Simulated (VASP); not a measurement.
A run of VASP 6.6.1 is set up as follows.

Contents of INCAR:

```
PREC = Accurate ; ENCUT = 520
EDIFF = 1E-7 ; ISMEAR = 1
SIGMA = 0.1 ; LREAL = False
LASPH = True ; NELM = 60
ALGO = Fast ; ISIF = 2
LWAVE = False ; LCHARG = True
GGA = CA ; LELF = True
LVHAR = True ; NBANDS = 12
```

Contents of KPOINTS:

```
Automatic mesh
0
Gamma
  12 12 12
```

Contents of POSCAR:

```
Zn
1.0
    2.7786128662      0.0000000000      0.0000000000
    1.3893064331      2.4063493294      0.0000000000
    1.3893064331      0.8021164431      2.2687279050
Zn
1
Direct
    0.0000000000      0.0000000000      0.0000000000
```

Potentials or basis: VASP PAW LDA potentials, release 64 (Zn).

Launch:

```bash
$ cat potpaw_LDA.64/Zn/POTCAR > POTCAR
$ mpirun -np 1 vasp_std > vasp.out
```

Task: Estimate the band gap on the k mesh.

Result: Zero (band 6 reaches 5.09 eV, above the bottom of band 7 at 1.41 eV).

Task: Predict the pressure.

Result: -8.1 GPa.
